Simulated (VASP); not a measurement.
# CaF2 (Fm-3m) in VASP: further runs

Runs on CaF2. Level: PBEsol. Tasks: elastic constants.

Program: VASP 6.6.1. These are calculated values, not measurements. Logs are shortened: lines on timing, memory, paths and dates and some standing lists are left out, and cuts for length are marked.

## Step 1: The cell of the first run

The structure is cubic, space group Fm-3m (No. 225). Conventional cell: a = 5.118 Å, b = 5.118 Å, c = 5.118 Å, α = 90.00°, β = 90.00°, γ = 90.00°. Ca (site symmetry m-3m) has 8 F at 2.22 Å within 2.9 Å. F (site symmetry -43m) has 4 Ca at 2.22 Å and 6 F at 2.56 Å within 2.9 Å.

## Step 2: Elastic constants, PBEsol

Contents of INCAR:

```
ALGO     = Normal         # electronic algorithm
EDIFF    = 1E-8           # SCF threshold, eV
ENCUT    = 600            # plane-wave cutoff, eV
GGA      = PS             # functional
GGA_COMPAT= False        
IBRION   = 6              # ionic algorithm
ISIF     = 3              # what is computed and relaxed
ISMEAR   = 0              # smearing method
LASPH    = True           # aspherical terms in the spheres
LCHARG   = True           # write CHGCAR
LREAL    = False          # projectors in reciprocal space
LWAVE    = False          # write WAVECAR
NELM     = 120            # most SCF steps
NFREE    = 2            
NSW      = 1              # ionic steps
POTIM    = 0.015          # step
PREC     = Accurate       # precision mode
SIGMA    = 0.01           # smearing width, eV
```

Contents of KPOINTS:

```
k-points
0
Gamma
  8 8 8
```

Contents of POSCAR:

```
CaF2
1.0
    0.0000000000      2.5591556322      2.5591556322
    2.5591556322      0.0000000000      2.5591556322
    2.5591556322      2.5591556322      0.0000000000
Ca F
1 2
Direct
    0.0000000000      0.0000000000      0.0000000000
    0.2500000000      0.2500000000      0.2500000000
    0.7500000000      0.7500000000      0.7500000000
```

Potentials or basis: VASP PAW PBE potentials, release 64 (Ca_sv, F).

The run is started by

```
$ cat potpaw_PBE.64/Ca_sv/POTCAR potpaw_PBE.64/F/POTCAR > POTCAR
$ mpirun -np 1 vasp_std > vasp.out
```

OUTCAR:

```text
EDIFF = 1E-8
   ENCUT = 600
   GGA = PS
   IBRION = 6
   ISIF = 3
   ISMEAR = 0
   LASPH = True
   LREAL = False
   NELM = 120
   NFREE = 2
   NSW = 1
   POTIM = 0.015
   PREC = Accurate

 ion  position               nearest neighbor table
   1  0.000  0.000  0.000-   2 2.22   3 2.22   3 2.22   3 2.22   3 2.22   2 2.22   2 2.22   2 2.22

   2  0.250  0.250  0.250-   1 2.22   1 2.22   1 2.22   1 2.22
   3  0.750  0.750  0.750-   1 2.22   1 2.22   1 2.22   1 2.22

  LATTYP: Found a face centered cubic cell.
 ALAT       =     5.1183112644

  Lattice vectors:

 A1 = (   0.0000000000,   2.5591556322,   2.5591556322)
 A2 = (   2.5591556322,   0.0000000000,   2.5591556322)
 A3 = (   2.5591556322,   2.5591556322,   0.0000000000)

Analysis of symmetry for initial positions (statically):
=====================================================================
 Subroutine PRICEL returns:
 Original cell was already a primitive cell.

 Routine SETGRP: Setting up the symmetry group for a
 face centered cubic supercell.

 Subroutine GETGRP returns: Found 48 space group operations
 (whereof 48 operations were pure point group operations)
 out of a pool of 48 trial point group operations.

The static configuration has the point symmetry O_h .

Analysis of symmetry for dynamics (positions and initial velocities):
=====================================================================
 Subroutine PRICEL returns:
 Original cell was already a primitive cell.

 Routine SETGRP: Setting up the symmetry group for a
 face centered cubic supercell.

 Subroutine GETGRP returns: Found 48 space group operations
 (whereof 48 operations were pure point group operations)
 out of a pool of 48 trial point group operations.

The dynamic configuration has the point symmetry O_h .

 Subroutine INISYM returns: Found 48 space group operations
 (whereof 48 operations are pure point group operations),
 and found     1 'primitive' translations

----------------------------------------------------------------------------------------

                                     Primitive cell

  volume of cell :      33.5212

  direct lattice vectors                    reciprocal lattice vectors
     0.000000000  2.559155632  2.559155632    -0.195376941  0.195376941  0.195376941
     2.559155632  0.000000000  2.559155632     0.195376941 -0.195376941  0.195376941
     2.559155632  2.559155632  0.000000000     0.195376941  0.195376941 -0.195376941

  length of vectors
     3.619192603  3.619192603  3.619192603     0.338402789  0.338402789  0.338402789

  position of ions in fractional coordinates (direct lattice)
     0.000000000  0.000000000  0.000000000
     0.250000000  0.250000000  0.250000000
     0.750000000  0.750000000  0.750000000

  ion indices of the primitive-cell ions
   primitive index   ion index
                 1           1
                 2           2
                 3           3

----------------------------------------------------------------------------------------

 KPOINTS: k-points

Automatic generation of k-mesh.
 Grid dimensions read from file:
 generate k-points for:    8    8    8

 Generating k-lattice:

  Cartesian coordinates                     Fractional coordinates (reciprocal lattice)
    -0.024422118  0.024422118  0.024422118     0.125000000  0.000000000  0.000000000
     0.024422118 -0.024422118  0.024422118     0.000000000  0.125000000  0.000000000
     0.024422118  0.024422118 -0.024422118     0.000000000  0.000000000  0.125000000

  Length of vectors
     0.042300349  0.042300349  0.042300349

[... 70 lines left out ...]
   IALGO  =     38    algorithm
   IMIX   =      4    mixing-type and parameters
     AMIX     =   0.40;   BMIX     =  1.00
     AMIX_MAG =   1.60;   BMIX_MAG =  1.00
  volume/ion in A,a.u.               =      11.17        75.40
  Fermi-wavevector in a.u.,A,eV,Ry     =   1.464553  2.767605 29.183363  2.144917
  Thomas-Fermi vector in A             =   2.580516
   LORBIT       =      0    0 simple, 1 ext, 2 COOP (PROOUT), +10 PAW based schemes
   GGA     = PS    functional components
   LHFCALC =     F    Hartree Fock is set to
   AEXX    =    0.0000 exact exchange contribution
   IVDW    =     0    specifies the selected vdW correction
   LEPSILON=     F    determine dielectric tensor
   LRPA    =     F    only Hartree local field effects (RPA)
 finite differences with symmetry
 non-spin polarized calculation
 Gauss-broadening in eV      SIGMA  =   0.01
  energy-cutoff  :      600.00
  volume of cell :       33.52
 maximum number of plane-waves:      1139
 NGX is ok and might be reduce to    30
   NGX = 15   NGY = 15   NGZ = 15

--------------------------------------- Ionic step        1  -------------------------------------------

 number of electron      23.9999988 magnetization

 Free energy of the ion-electron system (eV)
  ---------------------------------------------------
  ext. energy  EPLUGINS =         0.00000000
  ---------------------------------------------------
  free energy    TOTEN  =       -17.49731931 eV

  energy without entropy =      -17.49731931  energy(sigma->0) =      -17.49731931

------------------------ aborting loop because EDIFF is reached ----------------------------------------

  FORCE on cell =-STRESS in cart. coord.  units (eV):
  Direction    XX          YY          ZZ          XY          YZ          ZX
  --------------------------------------------------------------------------------------
  -------------------------------------------------------------------------------------
  Total        4.7795101      4.7795101      4.7795101     -0.0000000      0.0000000      0.0000000
  in kB      228.4409070    228.4409070    228.4409070     -0.0000000      0.0000000      0.0000000
  external PRESSURE =     228.4409070 kB  Pullay stress =       0.0000000 kB
[... 92 lines left out ...]
  FREE ENERGIE OF THE ION-ELECTRON SYSTEM (eV)
  ---------------------------------------------------
  free  energy   TOTEN  =       -17.4190110847 eV

  energy  without entropy=      -17.4190110847  energy(sigma->0) =      -17.41901108

[... ionic steps 4 to 14 ...]

--------------------------------------- Ionic step       15  -------------------------------------------

 number of electron      23.9999988 magnetization

------------------------ aborting loop because EDIFF is reached ----------------------------------------
[... 69 lines left out ...]
--------------------------------------- Ionic step       17  -------------------------------------------

 number of electron      23.9999992 magnetization

 Free energy of the ion-electron system (eV)
  ---------------------------------------------------
  ext. energy  EPLUGINS =         0.00000000
  ---------------------------------------------------
  free energy    TOTEN  =       -17.49633555 eV

  energy without entropy =      -17.49633555  energy(sigma->0) =      -17.49633555

 E-fermi :   0.1402     XC(G=0): -10.9432

 val. band max:        0.0882730838   @ k =   0.0000   0.5000   0.5000
 cond. band min:       8.3767455316   @ k =   0.0000   0.0000   0.0000
 fundamental gap:      8.2884724478
 Fermi energy:         0.1401987752

 k-point     1 :       0.0000    0.0000    0.0000
  band No.  band energies     occupation
      1     -34.8768      2.00000
      2     -20.2472      2.00000
      3     -19.1366      2.00000
      4     -15.8754      2.00000
      5     -15.8726      2.00000
      6     -15.8704      2.00000
[... 433 lines left out ...]
      3     -20.0736      2.00000
      4     -16.0328      2.00000
      5     -15.6535      2.00000
      6     -15.2490      2.00000
[... 8 lines left out ...]
     15      11.1568      0.00000
     16      11.6491      0.00000

 [... further k-points ...]

------------------------ aborting loop because EDIFF is reached ----------------------------------------

  FORCE on cell =-STRESS in cart. coord.  units (eV):
  Direction    XX          YY          ZZ          XY          YZ          ZX
  --------------------------------------------------------------------------------------
  -------------------------------------------------------------------------------------
  Total        4.7834533      4.7825180      4.7825180      0.0000000      0.1195538      0.0000000
  in kB      228.6293763    228.5846713    228.5846713      0.0000000      5.7141811      0.0000000
  external PRESSURE =     228.5995729 kB  Pullay stress =       0.0000000 kB
[... 18 lines left out ...]
  FREE ENERGIE OF THE ION-ELECTRON SYSTEM (eV)
  ---------------------------------------------------
  free  energy   TOTEN  =       -17.4963355465 eV

  energy  without entropy=      -17.4963355465  energy(sigma->0) =      -17.49633555

 INTERNAL STRAIN TENSORS FROM STRAINED CELLS
 ============================================

 INTERNAL STRAIN TENSOR FOR ION    1 for displacements in x,y,z  (eV/Angst):
          X           Y           Z          XY          YZ          ZX
  --------------------------------------------------------------------------------
  x     0.00000     0.00000     0.00000    -0.00000     0.00000     0.00000
  y    -0.00000    -0.00000    -0.00000    -0.00000    -0.00000    -0.00000
  z    -0.00000     0.00000    -0.00000    -0.00000     0.00000    -0.00000

 INTERNAL STRAIN TENSORS FROM DISPLACED ATOMS
 ============================================

 INTERNAL STRAIN TENSOR FOR ION    1 for displacements in x,y,z  (eV/Angst):
          X           Y           Z          XY          YZ          ZX
  --------------------------------------------------------------------------------
  x     0.00000     0.00000     0.00000     0.00000     0.00000     0.00000
  y     0.00000     0.00000     0.00000     0.00000     0.00000     0.00000
  z     0.00000     0.00000     0.00000     0.00000     0.00000     0.00000

 INTERNAL STRAIN TENSOR FOR ION    3 for displacements in x,y,z  (eV/Angst):
          X           Y           Z          XY          YZ          ZX
  --------------------------------------------------------------------------------
  x    -0.00000     0.00000     0.00000     0.00000     7.97175     0.00000
  y     0.00000    -0.00000     0.00000     0.00000     0.00000     7.97175
  z     0.00000     0.00000    -0.00000     7.97175     0.00000     0.00000

 Eigenvectors and eigenvalues of the dynamical matrix
 ----------------------------------------------------

   1 f  =   12.611967 THz    79.243324 2PiTHz  420.689928 cm-1    52.158880 meV
             X         Y         Z           dx          dy          dz
      0.000000  0.000000  0.000000     0.000000    0.000000    0.000000
      1.279578  1.279578  1.279578     0.118589   -0.032147    0.696350
      3.838733  3.838733  3.838733    -0.118589    0.032147   -0.696350
[... 43 lines left out ...]
   9 f/i=    0.003261 THz     0.020492 2PiTHz    0.108788 cm-1     0.013488 meV
             X         Y         Z           dx          dy          dz
      0.000000  0.000000  0.000000    -0.150937    0.700176   -0.004403
      1.279578  1.279578  1.279578    -0.103979    0.482344   -0.003033
      3.838733  3.838733  3.838733    -0.103979    0.482344   -0.003033

--------------------------------------------------------------------------------------------------------

 ELASTIC MODULI CONTR FROM IONIC RELAXATION (kBar)
 Direction    XX          YY          ZZ          XY          YZ          ZX
 --------------------------------------------------------------------------------
 XX          -0.0000      0.0000      0.0000     -0.0000      0.0000     -0.0000
 YY           0.0000     -0.0000      0.0000     -0.0000     -0.0000      0.0000
 ZZ           0.0000      0.0000     -0.0000      0.0000     -0.0000     -0.0000
 XY          -0.0000     -0.0000      0.0000   -491.3103      0.0000      0.0000
 YZ           0.0000     -0.0000     -0.0000      0.0000   -491.3103      0.0000
 ZX          -0.0000      0.0000     -0.0000      0.0000      0.0000   -491.3103
 --------------------------------------------------------------------------------

 TOTAL ELASTIC MODULI (kBar)
 Direction    XX          YY          ZZ          XY          YZ          ZX
 --------------------------------------------------------------------------------
 XX        2519.5786   1119.1886   1119.1886     -0.0000      0.0000     -0.0000
 YY        1119.1886   2519.5786   1119.1886      0.0000     -0.0000      0.0000
 ZZ        1119.1886   1119.1886   2519.5786      0.0000      0.0000      0.0000
 XY          -0.0000      0.0000      0.0000    462.2297      0.0000      0.0000
 YZ           0.0000     -0.0000      0.0000      0.0000    462.2297      0.0000
 ZX          -0.0000      0.0000      0.0000      0.0000      0.0000    462.2297
 --------------------------------------------------------------------------------
```

Wall time 19 min (1 thread of Intel Xeon 8259CL, shared host); peak memory 0.32 GiB.

What came out:

```yaml
Elastic_constants_C11_C12_C44: 252, 112, 46 GPa
Voigt_bulk_modulus: 159 GPa
Highest_phonon_frequency_at_Γ_LO-TO_splitting_left_out: 421 cm⁻¹
```

Phonon frequencies in cm⁻¹ (negative: imaginary):
| q point | frequencies |
| --- | --- |
| (0.000, 0.000, 0.000) | 0 0 0 380 380 380 421 421 421 |

Elastic tensor in Voigt notation (GPa, in the Cartesian axes of the cell as first typed):
```
252 112 112   0   0   0
112 252 112   0   0   0
112 112 252   0   0   0
  0   0   0  46   0   0
  0   0   0   0  46   0
  0   0   0   0   0  46
```

Clamped-ion elastic tensor (GPa):
```
252 112 112   0   0   0
112 252 112   0   0   0
112 112 252   0   0   0
  0   0   0  95   0   0
  0   0   0   0  95   0
  0   0   0   0   0  95
```

Caveat: the cell is under stress, which shifts elastic constants; the PAW data sets were made with another functional, which shifts forces and pressure a little.

## Step 3: Elastic constants, PBEsol

This run uses another cell than the first one, of 12.00 Å³/atom.

Contents of INCAR:

```
PREC = Accurate ; ENCUT = 600
EDIFF = 1E-8 ; ISMEAR = 0
SIGMA = 0.01 ; LREAL = False
LASPH = True ; NELM = 120
ALGO = Normal ; ISIF = 3
LWAVE = False ; LCHARG = False
GGA = PS ; IBRION = 6
NFREE = 2 ; POTIM = 0.015
NSW = 1 ; GGA_COMPAT = False
```

Contents of KPOINTS:

```
regular mesh
0
Gamma
  8 8 8
```

Contents of POSCAR:

```
CaF2
1.0
    0.0000000000      2.6204846986      2.6204846986
    2.6204846986      0.0000000000      2.6204846986
    2.6204846986      2.6204846986      0.0000000000
Ca F
1 2
Direct
    0.0000000000      0.0000000000      0.0000000000
    0.2500000000      0.2500000000      0.2500000000
    0.7500000000      0.7500000000      0.7500000000
```

Potentials or basis: VASP PAW PBE potentials, release 64 (Ca_sv, F).

The run is started by

```
$ cat potpaw_PBE.64/Ca_sv/POTCAR potpaw_PBE.64/F/POTCAR > POTCAR
$ mpirun -np 1 vasp_std > vasp.out
```

Wall time 21 min (1 thread of Intel Xeon 8259CL, shared host); peak memory 0.33 GiB.

The run converged. Its results:

- Elastic constants C11, C12, C44: 212, 81, 43 GPa
- Voigt bulk modulus: 125 GPa
- Highest phonon frequency at Γ, LO-TO splitting left out: 379 cm⁻¹

Phonon frequencies in cm⁻¹ (negative: imaginary):
```
              q point                    frequencies
(0.000, 0.000, 0.000)  0 0 0 328 328 328 379 379 379
```

Elastic tensor in Voigt notation (GPa, in the Cartesian axes of the cell as first typed):
```
212  81  81   0   0   0
 81 212  81   0   0   0
 81  81 212   0   0   0
  0   0   0  43   0   0
  0   0   0   0  43   0
  0   0   0   0   0  43
```

Clamped-ion elastic tensor (GPa):
```
212  81  81   0   0   0
 81 212  81   0   0   0
 81  81 212   0   0   0
  0   0   0  70   0   0
  0   0   0   0  70   0
  0   0   0   0   0  70
```

Caveat: the cell is under stress, which shifts elastic constants; the PAW data sets were made with another functional, which shifts forces and pressure a little.

## Step 4: Elastic constants, PBEsol

This run uses another cell than the first one, of 12.61 Å³/atom.

Contents of INCAR:

```
PREC = Accurate
ENCUT = 600
EDIFF = 1E-8
ISMEAR = 0
SIGMA = 0.01
LREAL = False
LASPH = True
NELM = 120
ALGO = Normal
ISIF = 3
LWAVE = False
LCHARG = False
GGA = PS
IBRION = 6
NFREE = 2
POTIM = 0.015
NSW = 1
GGA_COMPAT = False
```

KPOINTS is that of step 3.

Contents of POSCAR:

```
CaF2
1.0
    0.0000000000      2.6642518960      2.6642518960
    2.6642518960      0.0000000000      2.6642518960
    2.6642518960      2.6642518960      0.0000000000
Ca F
1 2
Direct
    0.0000000000      0.0000000000      0.0000000000
    0.2500000000      0.2500000000      0.2500000000
    0.7500000000      0.7500000000      0.7500000000
```

The run is started by

```
$ cat potpaw_PBE.64/Ca_sv/POTCAR potpaw_PBE.64/F/POTCAR > POTCAR
$ mpirun -np 1 vasp_std > vasp.out
```

Wall time 23 min (1 thread of Intel Xeon 8259CL, shared host); peak memory 0.33 GiB.

The run converged. Its results:

```yaml
Elastic_constants_C11_C12_C44: 188, 63, 38 GPa
Voigt_bulk_modulus: 105 GPa
Highest_phonon_frequency_at_Γ_LO-TO_splitting_left_out: 349 cm⁻¹
```

Phonon frequencies in cm⁻¹ (negative: imaginary):
```tsv
q point	frequencies
(0.000, 0.000, 0.000)	0 0 0 292 292 292 349 349 349
```

Elastic tensor in Voigt notation (GPa, in the Cartesian axes of the cell as first typed):
```
188  63  63   0   0   0
 63 188  63   0   0   0
 63  63 188   0   0   0
  0   0   0  38   0   0
  0   0   0   0  38   0
  0   0   0   0   0  38
```

Clamped-ion elastic tensor (GPa):
```
188  63  63   0   0   0
 63 188  63   0   0   0
 63  63 188   0   0   0
  0   0   0  55   0   0
  0   0   0   0  55   0
  0   0   0   0   0  55
```

Caveat: the cell is under stress, which shifts elastic constants; the PAW data sets were made with another functional, which shifts forces and pressure a little.
